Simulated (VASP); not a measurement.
# Ni3Ge (Pm-3m) in VASP: relaxation of cell and atoms with r2SCAN

Aim: the relaxation of cell and atoms of Ni3Ge with r2SCAN.

All numbers are computed with VASP 6.6.1; they aren't measurements. Logs are shortened: lines on timing, memory, paths and dates and some standing lists are left out, and cuts for length are marked.

**1. The cell of the first run**

The structure is cubic, space group Pm-3m (No. 221). Conventional cell: a = 3.319 Å, b = 3.319 Å, c = 3.319 Å, α = 90.00°, β = 90.00°, γ = 90.00°. Within 3.1 Å of Ni (site symmetry 4/mmm) lie 8 Ni at 2.35 Å and 4 Ge at 2.35 Å. Within 3.1 Å of Ge (site symmetry m-3m) lie 12 Ni at 2.35 Å.

**2. Relaxation of cell and atoms, r2SCAN, target pressure 60 GPa, at which the enthalpy is minimised**

POSCAR reads:

```
Ni3Ge
1.0
    3.3189359519      0.0000000000      0.0000000000
    0.0000000000      3.3189359519      0.0000000000
    0.0000000000      0.0000000000      3.3189359519
Ni Ge
3 1
Direct
    0.5000000000      0.0000000000      0.5000000000
    0.0000000000      0.5000000000      0.5000000000
    0.5000000000      0.5000000000      0.0000000000
    0.0000000000      0.0000000000      0.0000000000
```

INCAR.step1 reads:

```
SYSTEM = Ni3Ge
ALGO = Normal ; EDIFF = 1E-4
ENCUT = 600 ; GGA = PE
ISMEAR = 0 ; LASPH = .TRUE.
LCHARG = .FALSE. ; LREAL = .FALSE.
LWAVE = .TRUE. ; NELM = 80
PREC = Accurate ; SIGMA = 0.1
```

INCAR.step2 reads:

```
SYSTEM = Ni3Ge
ALGO = Normal ; EDIFF = 1E-7
EDIFFG = -0.008 ; ENCUT = 600
IBRION = 2 ; ISIF = 3
ISMEAR = 0 ; ISTART = 1
LASPH = .TRUE. ; LCHARG = .FALSE.
LMIXTAU = .TRUE. ; LREAL = .FALSE.
LWAVE = .FALSE. ; METAGGA = R2SCAN
NELM = 80 ; NSW = 70
PREC = Accurate ; PSTRESS = 600.0
SIGMA = 0.1
```

KPOINTS reads:

```
k-points
0
G
  12 12 12
  0 0 0
```

Potentials or basis: VASP PAW PBE potentials, release 64 (Ni, Ge_d).

Run with:

```bash
cat potpaw_PBE.64/Ni/POTCAR potpaw_PBE.64/Ge_d/POTCAR > POTCAR
cp INCAR.step1 INCAR
mpirun -np 1 vasp_std > vasp.out
cp INCAR.step2 INCAR
mpirun -np 1 vasp_std > vasp.out
```

OUTCAR:

```text
SYSTEM = Ni3Ge
   EDIFF = 1E-7
   EDIFFG = -0.008
   ENCUT = 600
   IBRION = 2
   ISIF = 3
   ISMEAR = 0
   ISTART = 1
   LASPH = .TRUE.
   LREAL = .FALSE.
   METAGGA = R2SCAN
   NELM = 80
   NSW = 70
   PREC = Accurate
   PSTRESS = 600.0

 ion  position               nearest neighbor table
   1  0.500  0.000  0.500-   2 2.35   3 2.35   4 2.35   3 2.35   4 2.35   2 2.35   3 2.35   3 2.35
                             2 2.35   4 2.35   4 2.35   2 2.35
   2  0.000  0.500  0.500-   1 2.35   3 2.35   4 2.35   3 2.35   4 2.35   1 2.35   4 2.35   4 2.35
                             1 2.35   3 2.35   3 2.35   1 2.35
   3  0.500  0.500  0.000-   1 2.35   2 2.35   4 2.35   1 2.35   2 2.35   1 2.35   4 2.35   1 2.35
                             2 2.35   4 2.35   2 2.35   4 2.35
   4  0.000  0.000  0.000-   1 2.35   2 2.35   3 2.35   1 2.35   2 2.35   2 2.35   3 2.35   2 2.35
                             1 2.35   3 2.35   1 2.35   3 2.35

  LATTYP: Found a simple cubic cell.
 ALAT       =     3.3189359519

  Lattice vectors:

 A1 = (   3.3189359519,   0.0000000000,   0.0000000000)
 A2 = (   0.0000000000,   3.3189359519,   0.0000000000)
 A3 = (   0.0000000000,   0.0000000000,   3.3189359519)

Analysis of symmetry for initial positions (statically):
=====================================================================
 Subroutine PRICEL returns:
 Original cell was already a primitive cell.

 Routine SETGRP: Setting up the symmetry group for a
 simple cubic supercell.

 Subroutine GETGRP returns: Found 48 space group operations
 (whereof 48 operations were pure point group operations)
 out of a pool of 48 trial point group operations.

The static configuration has the point symmetry O_h .

Analysis of symmetry for dynamics (positions and initial velocities):
=====================================================================
 Subroutine PRICEL returns:
 Original cell was already a primitive cell.

 Routine SETGRP: Setting up the symmetry group for a
 simple cubic supercell.

 Subroutine GETGRP returns: Found 48 space group operations
 (whereof 48 operations were pure point group operations)
 out of a pool of 48 trial point group operations.

The dynamic configuration has the point symmetry O_h .

 Subroutine INISYM returns: Found 48 space group operations
 (whereof 48 operations are pure point group operations),
 and found     1 'primitive' translations

----------------------------------------------------------------------------------------

                                     Primitive cell

  volume of cell :      36.5592

  direct lattice vectors                    reciprocal lattice vectors
     3.318935952  0.000000000  0.000000000     0.301301385  0.000000000  0.000000000
     0.000000000  3.318935952  0.000000000     0.000000000  0.301301385  0.000000000
     0.000000000  0.000000000  3.318935952     0.000000000  0.000000000  0.301301385

  length of vectors
     3.318935952  3.318935952  3.318935952     0.301301385  0.301301385  0.301301385

  position of ions in fractional coordinates (direct lattice)
     0.500000000  0.000000000  0.500000000
     0.000000000  0.500000000  0.500000000
     0.500000000  0.500000000  0.000000000
     0.000000000  0.000000000  0.000000000

  ion indices of the primitive-cell ions
   primitive index   ion index
                 1           1
                 2           2
                 3           3
                 4           4

----------------------------------------------------------------------------------------

 KPOINTS: k-points

Automatic generation of k-mesh.
 Grid dimensions read from file:
 generate k-points for:   12   12   12

 Generating k-lattice:

  Cartesian coordinates                     Fractional coordinates (reciprocal lattice)
     0.025108449  0.000000000  0.000000000     0.083333333  0.000000000  0.000000000
     0.000000000  0.025108449  0.000000000     0.000000000  0.083333333  0.000000000
     0.000000000  0.000000000  0.025108449     0.000000000  0.000000000  0.083333333

  Length of vectors
     0.025108449  0.025108449  0.025108449

  Shift w.r.t. Gamma in fractional coordinates (k-lattice)
     0.000000000  0.000000000  0.000000000

 Subroutine IBZKPT returns following result:
 ===========================================

 Found     84 irreducible k-points:

 Following reciprocal coordinates:
            Coordinates               Weight
  0.000000  0.000000  0.000000      1.000000
  0.083333  0.000000  0.000000      6.000000
  0.166667  0.000000  0.000000      6.000000
  0.250000  0.000000  0.000000      6.000000
  0.333333  0.000000  0.000000      6.000000
  0.416667  0.000000  0.000000      6.000000
[... 16 lines left out ...]
  0.333333  0.333333  0.000000     12.000000
  0.416667  0.333333  0.000000     24.000000
 [... further k-points ...]
   k-points           NKPTS =     84   k-points in BZ     NKDIM =     84   number of bands    NBANDS=     26
   number of dos      NEDOS =    301   number of ions     NIONS =      4
   total plane-waves  NPLWV =  21952
   dimension x,y,z NGX =    28 NGY =   28 NGZ =   28
   dimension x,y,z NGXF=    56 NGYF=   56 NGZF=   56
   ions per type =               3   1
   NGX,Y,Z   is equivalent  to a cutoff of  14.03, 14.03, 14.03 a.u.
   NGXF,Y,Z  is equivalent  to a cutoff of  28.05, 28.05, 28.05 a.u.
 SYSTEM =  Ni3Ge
   PREC   = accura    normal or accurate (medium, high low for compatibility)
   ISTART =      1    job   : 0-new  1-cont  2-samecut
   ICHARG =      0    charge: 1-file 2-atom 10-const
   ISPIN  =      1    spin polarized calculation?
   LNONCOLLINEAR =      F non collinear calculations
   LSORBIT =      F    spin-orbit coupling
   LASPH  =      T    aspherical Exc in radial PAW
   ENCUT  =  600.0 eV  44.10 Ry    6.64 a.u.   6.63  6.63  6.63*2*pi/ulx,y,z
   NELM   =     80;   NELMIN=  2; NELMDL=  0     # of ELM steps
   EDIFF  = 0.1E-06   stopping-criterion for ELM
   LREAL  =      F    real-space projection
   EDIFFG = -.8E-02   stopping-criterion for IOM
   NSW    =     70    number of steps for IOM
   IBRION =      2    ionic relax: 0-MD 1-quasi-New 2-CG
   NFREE  =      1    steps in history (QN), initial steepest desc. (CG)
   ISIF   =      3    stress and relaxation
   ISYM   =      2    0-nonsym 1-usesym 2-fastsym
   POTIM  = 0.5000    time-step for ionic-motion
   TEBEG  =    0.0;   TEEND  =   0.0 temperature during run
   PSTRESS=  600.0 pullay stress
   NELECT =      44.0000    total number of electrons
   NUPDOWN=      -1.0000    fix difference up-down
   EMIN   =  10.00;   EMAX   =-10.00  energy-range for DOS
   EFERMI =   0.00;   METHOD = LEGACY
   ISMEAR =     0;   SIGMA  =   0.10  broadening in eV -4-tet -1-fermi 0-gaus
   EFERMI_NEDOS =   21; number of points for ismear=-14 and -15
   IALGO  =     38    algorithm
   IMIX   =      4    mixing-type and parameters
     AMIX     =   0.40;   BMIX     =  1.00
     AMIX_MAG =   1.60;   BMIX_MAG =  1.00
  volume/ion in A,a.u.               =       9.14        61.68
  Fermi-wavevector in a.u.,A,eV,Ry     =   1.741380  3.290731 41.258359  3.032404
  Thomas-Fermi vector in A             =   2.813848
   LORBIT       =      0    0 simple, 1 ext, 2 COOP (PROOUT), +10 PAW based schemes
   METAGGA = R2SCAN    functional components
   LHFCALC =     F    Hartree Fock is set to
   AEXX    =    0.0000 exact exchange contribution
   IVDW    =     0    specifies the selected vdW correction
   LEPSILON=     F    determine dielectric tensor
   LRPA    =     F    only Hartree local field effects (RPA)
 conjugate gradient relaxation of ions
 non-spin polarized calculation
 Gauss-broadening in eV      SIGMA  =   0.10
  energy-cutoff  :      600.00
  volume of cell :       36.56
 maximum number of plane-waves:      1240
 NGX is ok and might be reduce to    28
   NGX = 13   NGY = 13   NGZ = 13

--------------------------------------- Ionic step        1  -------------------------------------------

 number of electron      43.9999984 magnetization

 Free energy of the ion-electron system (eV)
  ---------------------------------------------------
  ext. energy  EPLUGINS =         0.00000000
  ---------------------------------------------------
  free energy    TOTEN  =       -49.50239583 eV

  energy without entropy =      -49.49294397  energy(sigma->0) =      -49.49766990

------------------------ aborting loop because EDIFF is reached ----------------------------------------

  FORCE on cell =-STRESS in cart. coord.  units (eV):
  Direction    XX          YY          ZZ          XY          YZ          ZX
  --------------------------------------------------------------------------------------
  -------------------------------------------------------------------------------------
  Total       14.4188029     14.4188029     14.4188029     -0.0000000      0.0000000     -0.0000000
  in kB      631.8924609    631.8924609    631.8924609     -0.0000000      0.0000000     -0.0000000
  external PRESSURE =      31.8924609 kB  Pullay stress =     600.0000000 kB
[... 65 lines left out ...]
  enthalpy is  TOTEN    =       -35.7929475226 eV   P V=       14.0547387193

--------------------------------------- Ionic step        3  -------------------------------------------

 number of electron      43.9999997 magnetization

 Free energy of the ion-electron system (eV)
  ---------------------------------------------------
  ext. energy  EPLUGINS =         0.00000000
  ---------------------------------------------------
  free energy    TOTEN  =       -49.59576327 eV

  energy without entropy =      -49.58626888  energy(sigma->0) =      -49.59101607

 E-fermi :  13.0893     XC(G=0): -16.0389

 val. band max:       13.0695685512   @ k =   0.0833   0.0833   0.0833
 cond. band min:      13.0909152932   @ k =   0.4167   0.4167   0.3333
 fundamental gap:      0.0213467419
 Fermi energy:        13.0892943517

 k-point     1 :       0.0000    0.0000    0.0000
  band No.  band energies     occupation
      1     -12.5914      2.00000
      2     -12.5914      2.00000
      3     -12.5597      2.00000
      4     -12.5597      2.00000
      5     -12.5597      2.00000
      6      -1.6600      2.00000
[... 685 lines left out ...]
     25      18.7578      0.00000
     26      20.8393      0.00000

 [... further k-points ...]

------------------------ aborting loop because EDIFF is reached ----------------------------------------

  FORCE on cell =-STRESS in cart. coord.  units (eV):
  Direction    XX          YY          ZZ          XY          YZ          ZX
  --------------------------------------------------------------------------------------
  -------------------------------------------------------------------------------------
  Total       13.7803493     13.7803493     13.7803493      0.0000000     -0.0000000      0.0000000
  in kB      599.9256166    599.9256166    599.9256166      0.0000000     -0.0000000      0.0000000
  external PRESSURE =      -0.0743834 kB  Pullay stress =     600.0000000 kB
[... 19 lines left out ...]
  FREE ENERGIE OF THE ION-ELECTRON SYSTEM (eV)
  ---------------------------------------------------
  free  energy   TOTEN  =       -49.5957632661 eV

  energy  without entropy=      -49.5862688784  energy(sigma->0) =      -49.59101607

  enthalpy is  TOTEN    =       -35.8137053402 eV   P V=       13.7820579260

 reached required accuracy - stopping structural energy minimisation
```

Wall time 7.8 min (1 thread of AMD EPYC 9R45 (Zen 5), shared host); peak memory 0.2 GiB.

Results:

```
Free energy                                                : -49.5958 eV
Relaxed volume                                             : 9.20 Å³/atom
Relaxed cell                                               : a = 3.326 Å, b = 3.326 Å, c = 3.326 Å, α = 90.00°, β = 90.00°, γ = 90.00°
Space group after relaxing (to 0.1 Å)                      : Pm-3m (No. 221)
Energy change on relaxing (the run minimises the enthalpy) : -23.3 meV/atom
Ionic steps                                                : 3
Pressure after relaxing                                    : 60.0 GPa
Band gap on the k mesh                                     : zero (bands 22 and 23 overlap by 0.34 eV)
```

The path:
```tsv
step	energy change (eV)	largest force (eV/Å)	pressure (GPa)	volume (Å³)
1	0.0000	0.0000	63.19	36.56
2	-0.3453	0.0000	51.06	37.53
3	-0.0934	0.0000	59.99	36.80
```

Final structure:
```
Ni Ge
1.0
     3.32627    0.00000    0.00000
     0.00000    3.32627    0.00000
     0.00000    0.00000    3.32627
Ni Ge
3 1
Direct
  0.50000 0.00000 0.50000
  0.00000 0.50000 0.50000
  0.50000 0.50000 0.00000
  0.00000 0.00000 0.00000
```

Levels at points of the mesh, in eV from the Fermi level:
```
           k point  band 20  band 21  band 22  band 23  band 24  band 25
(0.00, 0.00, 0.00)    -0.88    -0.43     0.06     0.06     0.06     6.08
(0.50, 0.00, 0.00)    -1.58    -0.81     0.07     4.49     4.49     6.71
(0.50, 0.50, 0.00)    -1.51    -1.23    -1.22     0.82     0.82     7.14
(0.50, 0.50, 0.50)    -1.58    -0.98    -0.27    -0.27    -0.27     1.55
```

Caveat: the cell is relaxed towards a set pressure, so the run minimises the enthalpy, not the energy; the PAW data sets were made with another functional, which shifts forces and pressure a little.

The gap in the log of VASP goes by the Fermi energy; the results here count the filled bands.